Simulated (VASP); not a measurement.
Input of a VASP 6.6.1 run:

File INCAR:

```
SYSTEM = As
ALGO = Normal
DIPOL = 0.5 0.5 0.347
EDIFF = 1E-7
ENCUT = 520
GGA = CA
IDIPOL = 3
ISIF = 2
ISMEAR = -1
LASPH = .TRUE.
LCHARG = .FALSE.
LDIPOL = .TRUE.
LREAL = .FALSE.
LWAVE = .FALSE.
NBANDS = 12
NELM = 100
PREC = Accurate
SIGMA = 0.02
```

Contents of KPOINTS:

```
k-points
0
G
  12 12 1
  0 0 0
```

File POSCAR:

```
As
1.0
    3.5131999719      0.0000000000      0.0000000000
   -1.7565999859      3.0425204243      0.0000000000
    0.0000000000      0.0000000000     26.4156438000
As
2
Direct
    0.3333333333      0.6666666667      0.3203839930
    0.6666666667      0.3333333333      0.3726834196
```

Potentials or basis: VASP PAW LDA potentials, release 64 (As).

Launch:

```console
$ cat potpaw_LDA.64/As/POTCAR > POTCAR
$ mpirun -np 1 vasp_std > vasp.out
```

Task: Estimate the band gap on the k mesh.

Result: 1.43 eV, indirect (least direct gap 2.11 eV).

Task: What does it give for the largest force?

Result: 0.133 eV/Å.

Forces on the atoms (eV/Å):
```
As   0.000  0.000 -0.133
As   0.000  0.000  0.133
```
